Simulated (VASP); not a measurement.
Write the native input for VASP 6.6.1 that does the following.

```yaml
Task: single point
Functional: PBEsol
Potentials_or_basis: VASP PAW PBE potentials, release 64 (Zn, S)
Cutoff: 520 eV
k_mesh: 6 × 6 × 6
Occupations: fermi-dirac, width 0.05 eV
Spin: no spin polarisation
Dipole_correction: no
Further_INCAR_settings: ALGO = Normal; EDIFF = 1e-06; NBANDS = 16
```

The structure of ZnS lies in POSCAR:

```
ZnS
1.0
    3.7873443514      0.0000000000      0.0000000000
    1.8936721757      3.2799364212      0.0000000000
    1.8936721757      1.0933121404      3.0923537138
Zn S
1 1
Direct
    0.2500000000      0.2500000000      0.2500000000
    0.0000000000      0.0000000000      0.0000000000
```

These files were run (other wordings do the same):

INCAR

```
PREC = Accurate
ENCUT = 520
EDIFF = 1E-6
ISMEAR = -1
SIGMA = 0.05
LREAL = F
LASPH = T
NELM = 60
ALGO = Normal
ISIF = 2
LWAVE = F
LCHARG = F
GGA = PS
NBANDS = 16
```

KPOINTS

```
regular mesh
0
Gamma
  6 6 6
```

Potentials or basis: VASP PAW PBE potentials, release 64 (Zn, S).

Command:

```console
$ cat potpaw_PBE.64/Zn/POTCAR potpaw_PBE.64/S/POTCAR > POTCAR
$ mpirun -np 1 vasp_std > vasp.out
```

Results of the run:

The pressure is 0.2 GPa and the band gap on the k mesh is 2.09 eV, direct.

Caveat: the PAW data sets were made with another functional, which shifts forces and pressure a little.

It took 5 s on 1 thread of Intel(R) Xeon(R) Platinum 8559C (Emerald Rapids) (shared host), peak memory 0.15 GiB.
